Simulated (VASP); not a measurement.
# S in VASP: a series of runs

S is run at these levels: PBE; tasks: relaxation of cell and atoms, single point.

Program: VASP 6.6.1. These are calculated values, not measurements. Logs are shortened: lines on timing, memory, paths and dates and some standing lists are left out, and cuts for length are marked.

### 1 The cell of the first run

Symmetry: Pm-3m, No. 221, cubic system. Conventional cell: a = 1.878 Å, b = 1.878 Å, c = 1.878 Å, α = 90.00°, β = 90.00°, γ = 90.00°. S (site symmetry m-3m) has 6 S at 1.88 Å within 2.5 Å.

### 2 Relaxation of cell and atoms, PBE, target pressure 390 GPa, at which the enthalpy is minimised

File INCAR:

```
SYSTEM = S
PREC = Accurate
ENCUT = 600
EDIFF = 1E-6
ISMEAR = -1
SIGMA = 0.05
LREAL = .False.
LASPH = .True.
NELM = 80
ALGO = Normal
ISIF = 3
LWAVE = .False.
LCHARG = .False.
GGA = PE
IBRION = 2
NSW = 32
EDIFFG = -0.005
PSTRESS = 3900.0
```

File KPOINTS:

```
regular mesh
0
Gamma
  19 19 19
  0 0 0
```

File POSCAR:

```
S
1.0
    1.8775208806      0.0000000000      0.0000000000
    0.0000000000      1.8775208806      0.0000000000
    0.0000000000      0.0000000000      1.8775208806
S
1
Direct
    0.0000000000      0.0000000000      0.0000000000
```

Potentials or basis: VASP PAW PBE potentials, release 64 (S).

On the command line:

```bash
cat potpaw_PBE.64/S/POTCAR > POTCAR
mpirun -np 1 vasp_std > vasp.out
```

OUTCAR:

```text
SYSTEM = S
   PREC = Accurate
   ENCUT = 600
   EDIFF = 1E-6
   ISMEAR = -1
   LREAL = .False.
   LASPH = .True.
   NELM = 80
   ISIF = 3
   GGA = PE
   IBRION = 2
   NSW = 32
   EDIFFG = -0.005
   PSTRESS = 3900.0

 ion  position               nearest neighbor table
   1  0.000  0.000  0.000-

  LATTYP: Found a simple cubic cell.
 ALAT       =     1.8775208806

  Lattice vectors:

 A1 = (   1.8775208806,   0.0000000000,   0.0000000000)
 A2 = (   0.0000000000,   1.8775208806,   0.0000000000)
 A3 = (   0.0000000000,   0.0000000000,   1.8775208806)

Analysis of symmetry for initial positions (statically):
=====================================================================
 Subroutine PRICEL returns:
 Original cell was already a primitive cell.

 Routine SETGRP: Setting up the symmetry group for a
 simple cubic supercell.

 Subroutine GETGRP returns: Found 48 space group operations
 (whereof 48 operations were pure point group operations)
 out of a pool of 48 trial point group operations.

The static configuration has the point symmetry O_h .

Analysis of symmetry for dynamics (positions and initial velocities):
=====================================================================
 Subroutine PRICEL returns:
 Original cell was already a primitive cell.

 Routine SETGRP: Setting up the symmetry group for a
 simple cubic supercell.

 Subroutine GETGRP returns: Found 48 space group operations
 (whereof 48 operations were pure point group operations)
 out of a pool of 48 trial point group operations.

The dynamic configuration has the point symmetry O_h .

 Subroutine INISYM returns: Found 48 space group operations
 (whereof 48 operations are pure point group operations),
 and found     1 'primitive' translations

----------------------------------------------------------------------------------------

                                     Primitive cell

  volume of cell :       6.6184

  direct lattice vectors                    reciprocal lattice vectors
     1.877520881  0.000000000  0.000000000     0.532617246  0.000000000  0.000000000
     0.000000000  1.877520881  0.000000000     0.000000000  0.532617246  0.000000000
     0.000000000  0.000000000  1.877520881     0.000000000  0.000000000  0.532617246

  length of vectors
     1.877520881  1.877520881  1.877520881     0.532617246  0.532617246  0.532617246

  position of ions in fractional coordinates (direct lattice)
     0.000000000  0.000000000  0.000000000

  ion indices of the primitive-cell ions
   primitive index   ion index
                 1           1

----------------------------------------------------------------------------------------

 KPOINTS: regular mesh

Automatic generation of k-mesh.
 Grid dimensions read from file:
 generate k-points for:   19   19   19

 Generating k-lattice:

  Cartesian coordinates                     Fractional coordinates (reciprocal lattice)
     0.028032487  0.000000000  0.000000000     0.052631579  0.000000000  0.000000000
     0.000000000  0.028032487  0.000000000     0.000000000  0.052631579  0.000000000
     0.000000000  0.000000000  0.028032487     0.000000000  0.000000000  0.052631579

  Length of vectors
     0.028032487  0.028032487  0.028032487

  Shift w.r.t. Gamma in fractional coordinates (k-lattice)
     0.000000000  0.000000000  0.000000000

 Subroutine IBZKPT returns following result:
 ===========================================

 Found    220 irreducible k-points:

 Following reciprocal coordinates:
            Coordinates               Weight
  0.000000  0.000000  0.000000      1.000000
  0.052632  0.000000  0.000000      6.000000
  0.105263  0.000000  0.000000      6.000000
  0.157895  0.000000  0.000000      6.000000
  0.210526  0.000000  0.000000      6.000000
  0.263158  0.000000  0.000000      6.000000
[... 16 lines left out ...]
  0.263158  0.105263  0.000000     24.000000
  0.315789  0.105263  0.000000     24.000000
 [... further k-points ...]
   k-points           NKPTS =    220   k-points in BZ     NKDIM =    220   number of bands    NBANDS=      7
   number of dos      NEDOS =    301   number of ions     NIONS =      1
   total plane-waves  NPLWV =   4096
   dimension x,y,z NGX =    16 NGY =   16 NGZ =   16
   dimension x,y,z NGXF=    32 NGYF=   32 NGZF=   32
   ions per type =               1
   NGX,Y,Z   is equivalent  to a cutoff of  14.17, 14.17, 14.17 a.u.
   NGXF,Y,Z  is equivalent  to a cutoff of  28.33, 28.33, 28.33 a.u.
 SYSTEM =  S
   PREC   = accura    normal or accurate (medium, high low for compatibility)
   ISTART =      0    job   : 0-new  1-cont  2-samecut
   ICHARG =      2    charge: 1-file 2-atom 10-const
   ISPIN  =      1    spin polarized calculation?
   LNONCOLLINEAR =      F non collinear calculations
   LSORBIT =      F    spin-orbit coupling
   LASPH  =      T    aspherical Exc in radial PAW
   ENCUT  =  600.0 eV  44.10 Ry    6.64 a.u.   3.75  3.75  3.75*2*pi/ulx,y,z
   NELM   =     80;   NELMIN=  2; NELMDL= -5     # of ELM steps
   EDIFF  = 0.1E-05   stopping-criterion for ELM
   LREAL  =      F    real-space projection
   EDIFFG = -.5E-02   stopping-criterion for IOM
   NSW    =     32    number of steps for IOM
   IBRION =      2    ionic relax: 0-MD 1-quasi-New 2-CG
   NFREE  =      1    steps in history (QN), initial steepest desc. (CG)
   ISIF   =      3    stress and relaxation
   ISYM   =      2    0-nonsym 1-usesym 2-fastsym
   POTIM  = 0.5000    time-step for ionic-motion
   TEBEG  =    0.0;   TEEND  =   0.0 temperature during run
   PSTRESS= 3900.0 pullay stress
   NELECT =       6.0000    total number of electrons
   NUPDOWN=      -1.0000    fix difference up-down
   EMIN   =  10.00;   EMAX   =-10.00  energy-range for DOS
   EFERMI =   0.00;   METHOD = LEGACY
   ISMEAR =    -1;   SIGMA  =   0.05  broadening in eV -4-tet -1-fermi 0-gaus
   EFERMI_NEDOS =   21; number of points for ismear=-14 and -15
   IALGO  =     38    algorithm
   IMIX   =      4    mixing-type and parameters
     AMIX     =   0.40;   BMIX     =  1.00
     AMIX_MAG =   1.60;   BMIX_MAG =  1.00
  volume/ion in A,a.u.               =       6.62        44.66
  Fermi-wavevector in a.u.,A,eV,Ry     =   1.584433  2.994144 34.156434  2.510427
  Thomas-Fermi vector in A             =   2.684051
   LORBIT       =      0    0 simple, 1 ext, 2 COOP (PROOUT), +10 PAW based schemes
   GGA     = PE    functional components
   LHFCALC =     F    Hartree Fock is set to
   AEXX    =    0.0000 exact exchange contribution
   IVDW    =     0    specifies the selected vdW correction
   LEPSILON=     F    determine dielectric tensor
   LRPA    =     F    only Hartree local field effects (RPA)
 conjugate gradient relaxation of ions
 non-spin polarized calculation
  energy-cutoff  :      600.00
  volume of cell :        6.62
 maximum number of plane-waves:       251
 NGX is ok and might be reduce to    16

--------------------------------------- Ionic step        1  -------------------------------------------

 number of electron       6.0000000 magnetization

 Free energy of the ion-electron system (eV)
  ---------------------------------------------------
  ext. energy  EPLUGINS =         0.00000000
  ---------------------------------------------------
  free energy    TOTEN  =         2.29736800 eV

  energy without entropy =        2.29904249  energy(sigma->0) =        2.29820525

------------------------ aborting loop because EDIFF is reached ----------------------------------------

  FORCE on cell =-STRESS in cart. coord.  units (eV):
  Direction    XX          YY          ZZ          XY          YZ          ZX
  --------------------------------------------------------------------------------------
  -------------------------------------------------------------------------------------
  Total       15.7106462     15.7106462     15.7106462     -0.0000000     -0.0000000     -0.0000000
  in kB     3803.2099797   3803.2099797   3803.2099797     -0.0000000     -0.0000000     -0.0000000
  external PRESSURE =     -96.7900203 kB  Pullay stress =    3900.0000000 kB

 VOLUME and BASIS-vectors are now :
 -----------------------------------------------------------------------------
  energy-cutoff  :      600.00
  volume of cell :        6.62
      direct lattice vectors                 reciprocal lattice vectors
     1.877520881  0.000000000  0.000000000     0.532617246  0.000000000  0.000000000
     0.000000000  1.877520881  0.000000000     0.000000000  0.532617246  0.000000000
     0.000000000  0.000000000  1.877520881     0.000000000  0.000000000  0.532617246
[... 81 lines left out ...]
  FREE ENERGIE OF THE ION-ELECTRON SYSTEM (eV)
  ---------------------------------------------------
  free  energy   TOTEN  =         2.4014372564 eV

  energy  without entropy=        2.4031451045  energy(sigma->0) =        2.40229118

  enthalpy is  TOTEN    =        18.4064886452 eV   P V=       16.0050513888

--------------------------------------- Ionic step        4  -------------------------------------------

 number of electron       6.0000000 magnetization

 Free energy of the ion-electron system (eV)
  ---------------------------------------------------
  ext. energy  EPLUGINS =         0.00000000
  ---------------------------------------------------
  free energy    TOTEN  =         2.40441444 eV

  energy without entropy =        2.40612416  energy(sigma->0) =        2.40526930

 E-fermi :  26.1463     XC(G=0): -15.4978

 val. band max:       26.1149636542   @ k =   0.4211   0.1579   0.1579
 cond. band min:      26.1694666138   @ k =   0.4211   0.4211   0.3684
 fundamental gap:      0.0545029596
 Fermi energy:        26.1463185543

 k-point     1 :       0.0000    0.0000    0.0000
  band No.  band energies     occupation
      1      -4.7861      2.00000
      2      29.4466      0.00000
      3      29.4466      0.00000
      4      32.1792      0.00000
      5      32.1792      0.00000
      6      32.1792      0.00000
      7      49.1811      0.00000

 k-point     2 :       0.0526    0.0000    0.0000
  band No.  band energies     occupation
      1      -4.6764      2.00000
      2      27.4100      0.00000
      3      29.5359      0.00000
      4      32.2688      0.00000
      5      32.2688      0.00000
      6      34.1429      0.00000
      7      49.4785      0.00000
[... 201 lines left out ...]
 k-point    23 :       0.2632    0.1053    0.0000
  band No.  band energies     occupation
      1      -1.6342      2.00000
      2      16.0572      2.00000
      3      27.2163      0.00000
      4      34.7554      0.00000
      5      36.8704      0.00000
      6      45.3425      0.00000
      7      47.7297      0.00000

 k-point    24 :       0.3158    0.1053    0.0000
  band No.  band energies     occupation
      1      -0.4568      2.00000
      2      13.4299      2.00000
      3      28.1103      0.00000
      4      35.7121      0.00000
      5      37.5814      0.00000
      6      44.2666      0.00000
      7      48.1597      0.00000

 [... further k-points ...]
[... 5 lines left out ...]
  --------------------------------------------------------------------------------------
  -------------------------------------------------------------------------------------
  Total       16.0005335     16.0005335     16.0005335     -0.0000000     -0.0000000     -0.0000000
  in kB     3899.6247652   3899.6247652   3899.6247652     -0.0000000     -0.0000000     -0.0000000
  external PRESSURE =      -0.3752348 kB  Pullay stress =    3900.0000000 kB

 VOLUME and BASIS-vectors are now :
 -----------------------------------------------------------------------------
  energy-cutoff  :      600.00
  volume of cell :        6.57
      direct lattice vectors                 reciprocal lattice vectors
     1.873300327 -0.000000000 -0.000000000     0.533817235  0.000000000 -0.000000000
    -0.000000000  1.873300327 -0.000000000     0.000000000  0.533817235  0.000000000
     0.000000000 -0.000000000  1.873300327     0.000000000  0.000000000  0.533817235

 POSITION                                       TOTAL-FORCE (eV/Angst)
 -----------------------------------------------------------------------------------
      0.00000      0.00000      0.00000         0.000000      0.000000      0.000000
 -----------------------------------------------------------------------------------
    total drift:                                0.000000     -0.000000     -0.000000

  FREE ENERGIE OF THE ION-ELECTRON SYSTEM (eV)
  ---------------------------------------------------
  free  energy   TOTEN  =         2.4044144419 eV

  energy  without entropy=        2.4061241593  energy(sigma->0) =        2.40526930

  enthalpy is  TOTEN    =        18.4064875873 eV   P V=       16.0020731454

 reached required accuracy - stopping structural energy minimisation
```

Wall time 15 s (1 thread of Intel Xeon Platinum 8259CL at 2.50GHz (Skylake/Cascade Lake), shared host); peak memory 0.11 GiB.

Results:

```
Free energy                                            : 2.4044 eV
Relaxed volume                                         : 6.57 Å³/atom
Relaxed cell                                           : a = 1.873 Å, b = 1.873 Å, c = 1.873 Å, α = 90.00°, β = 90.00°, γ = 90.00°
Space group after relaxing (to 0.05 Å)                 : Pm-3m (No. 221)
Energy change on relaxing (the enthalpy is what falls) : +107.0 meV/atom
Ionic steps                                            : 4
Pressure after relaxing                                : 390.0 GPa
Band gap on the k mesh                                 : zero (band 3 reaches 33.98 eV, above the bottom of band 4 at 19.71 eV)
```

Step by step:
| step | energy change (eV) | largest force (eV/Å) | pressure (GPa) | volume (Å³) |
| --- | --- | --- | --- | --- |
| 1 | 0.0000 | 0.0000 | 380.32 | 6.62 |
| 2 | 0.9927 | 0.0000 | 469.38 | 6.24 |
| 3 | 0.1041 | 0.0000 | 389.73 | 6.58 |
| 4 | 0.1070 | 0.0000 | 389.96 | 6.57 |

Final structure:
```
CELL_PARAMETERS angstrom
1.87330 0.00000 0.00000
0.00000 1.87330 0.00000
0.00000 0.00000 1.87330
ATOMIC_POSITIONS crystal
S 0.00000 0.00000 0.00000
```

Levels at points of the mesh, in eV from the Fermi level:
```csv
k point,band 1,band 2,band 3,band 4,band 5,band 6
"(0.00, 0.00, 0.00)",-30.93,3.30,3.30,6.03,6.03,6.03
```

Caveat: the cell is relaxed towards a set pressure, so the enthalpy falls and the energy may rise.

### 3 Single point, PBE

This run uses another cell than the first one: it holds 2 atoms, not 1.

File INCAR:

```
PREC     = Accurate       # precision mode
ENCUT    = 520            # plane-wave cutoff, eV
EDIFF    = 1E-6           # SCF threshold, eV
ISMEAR   = -1             # smearing method
SIGMA    = 0.05           # smearing width, eV
LREAL    = False          # projectors in reciprocal space
LASPH    = True           # aspherical terms in the spheres
NELM     = 60             # most SCF steps
ALGO     = Normal         # electronic algorithm
ISIF     = 2              # what is computed and relaxed
LWAVE    = False          # write WAVECAR
LCHARG   = True           # write CHGCAR
GGA      = PE             # functional
LELF     = True           # ELF
LVHAR    = True         
NBANDS   = 13             # bands
```

File KPOINTS:

```
regular mesh
0
Gamma
  17 17 17
```

File POSCAR:

```
S
1.0
    1.3117771253     -0.7573548764      2.2203071093
    0.0000000000      1.5147097528      2.2203071093
   -1.3117771253     -0.7573548764      2.2203071093
S
2
Direct
    0.2500002621      0.2500002621      0.2500002621
   -0.2500002621     -0.2500002621     -0.2500002621
```

Potentials or basis: VASP PAW PBE potentials, release 64 (S).

On the command line:

```bash
cat potpaw_PBE.64/S/POTCAR > POTCAR
mpirun -np 1 vasp_std > vasp.out
```

OUTCAR:

```text
PREC = Accurate
   ENCUT = 520
   EDIFF = 1E-6
   ISMEAR = -1
   LREAL = False
   LASPH = True
   NELM = 60
   ISIF = 2
   GGA = PE

 ion  position               nearest neighbor table
   1  0.250  0.250  0.250-   2 1.88   2 1.88   2 1.88   2 1.88   2 1.88   2 1.88
   2  0.750  0.750  0.750-   1 1.88   1 1.88   1 1.88   1 1.88   1 1.88   1 1.88

  LATTYP: Found a trigonal (rhomboedric) cell.
 ALAT       =     2.6877703203
 COS(alpha) =     0.5236065358

  Lattice vectors:

 A1 = (   1.3117771253,  -0.7573548764,   2.2203071093)
[... 581 lines left out ...]
      9      27.8824      0.00000
     10      31.7737      0.00000
     11      32.7443      0.00000
     12      34.9443      0.00000
     13      38.0634      0.00000

 [... further k-points ...]
[... 5 lines left out ...]
  --------------------------------------------------------------------------------------
  -------------------------------------------------------------------------------------
  Total       31.4218502     31.4218502     31.4114591      0.0000000      0.0000000      0.0000000
  in kB     3803.8077368   3803.8077367   3802.5498291      0.0000000      0.0000000      0.0000000
  external PRESSURE =    3803.3884342 kB  Pullay stress =       0.0000000 kB

 VOLUME and BASIS-vectors are now :
 -----------------------------------------------------------------------------
  energy-cutoff  :      520.00
  volume of cell :       13.23
      direct lattice vectors                 reciprocal lattice vectors
     1.311777125 -0.757354876  2.220307109     0.381162311 -0.220064163  0.150129382
     0.000000000  1.514709753  2.220307109     0.000000000  0.440128325  0.150129382
    -1.311777125 -0.757354876  2.220307109    -0.381162311 -0.220064163  0.150129382

 POSITION                                       TOTAL-FORCE (eV/Angst)
 -----------------------------------------------------------------------------------
      0.00000      0.00000      1.66523         0.000000      0.000000      0.000000
      0.00000      0.00000      4.99569         0.000000      0.000000     -0.000000
 -----------------------------------------------------------------------------------
    total drift:                               -0.000000     -0.000000      0.000000

  FREE ENERGIE OF THE ION-ELECTRON SYSTEM (eV)
  ---------------------------------------------------
  free  energy   TOTEN  =         4.6086911918 eV

  energy  without entropy=        4.6116127350  energy(sigma->0) =        4.61015196
```

OSZICAR:

```text
N       E                     dE             d eps       ncg     rms          rms(c)
DAV:   1     0.516682046681E+02    0.51668E+02   -0.67400E+03 12855   0.906E+02
DAV:   2     0.580877737709E+01   -0.45859E+02   -0.43047E+02 17033   0.177E+02
DAV:   3     0.443145487399E+01   -0.13773E+01   -0.13693E+01 16460   0.272E+01
DAV:   4     0.442750813282E+01   -0.39467E-02   -0.39455E-02 15201   0.171E+00
DAV:   5     0.442749478352E+01   -0.13349E-04   -0.13347E-04 16697   0.870E-02    0.544E+01
DAV:   6     0.454905443777E+01    0.12156E+00   -0.28805E-02 15100   0.113E+00    0.330E+01
DAV:   7     0.460812682170E+01    0.59072E-01   -0.48413E-02 15353   0.153E+00    0.258E-01
DAV:   8     0.460864169794E+01    0.51488E-03   -0.99466E-04 14977   0.256E-01    0.103E-01
DAV:   9     0.460869205758E+01    0.50360E-04   -0.10279E-04 15924   0.675E-02    0.592E-02
DAV:  10     0.460869119181E+01   -0.86577E-06   -0.85402E-07 11810   0.841E-03
   1 F= 0.46086912E+01 E0= 0.46101520E+01  d E =-.292154E-02
```

It took 24 s on 1 thread of Intel Xeon 6975P-C (Granite Rapids), shared host; peak memory 0.17 GiB.

Results:

- Free energy: 4.6087 eV
- Pressure: 380.3 GPa
- Band gap on the k mesh: zero (band 6 reaches 27.12 eV, above the bottom of band 7 at 25.17 eV)

Stress tensor (GPa, compression positive):
```
380.38   0.00   0.00
  0.00 380.38   0.00
  0.00   0.00 380.25
```

### 4 Single point, PBE

This run uses another cell than the first one: it holds 2 atoms, not 1.

File INCAR:

```
SYSTEM = S
ALGO = Normal ; EDIFF = 1E-7
ENCUT = 520 ; GGA = PE
ISIF = 2 ; ISMEAR = -1
LASPH = .True. ; LCHARG = .False.
LREAL = .False. ; LWAVE = .False.
NBANDS = 13 ; NELM = 60
PREC = Accurate ; SIGMA = 0.05
```

File KPOINTS:

```
k-points
0
Gamma
  17 17 17
  0 0 0
```

File POSCAR:

```
S
1.0
    1.3118988717     -0.7574251667      2.2204034572
    0.0000000000      1.5148503334      2.2204034572
   -1.3118988717     -0.7574251667      2.2204034572
S
2
Direct
    0.2500000000      0.2500000000      0.2500000000
   -0.2500000000     -0.2500000000     -0.2500000000
```

On the command line:

```bash
cat potpaw_PBE.64/S/POTCAR > POTCAR
mpirun -np 1 vasp_std > vasp.out
```

It took 27 s on 1 thread of Intel Xeon 6975P-C (Granite Rapids), shared host; peak memory 0.17 GiB.

Results (log left out):

| Item | Value |
| --- | --- |
| Free energy | 4.6015 eV |
| Pressure | 380.0 GPa |
| Band gap on the k mesh | zero (band 6 reaches 27.11 eV, above the bottom of band 7 at 25.17 eV) |

Stress tensor (GPa, compression positive):
```
380.06   0.00   0.00
  0.00 380.06   0.00
  0.00   0.00 379.96
```

Levels at points of the mesh, in eV from the Fermi level:
```
           k point  band 4  band 5  band 6  band 7  band 8  band 9
(0.00, 0.00, 0.00)   -6.71   -1.17    0.06    0.06    3.38    3.38
```
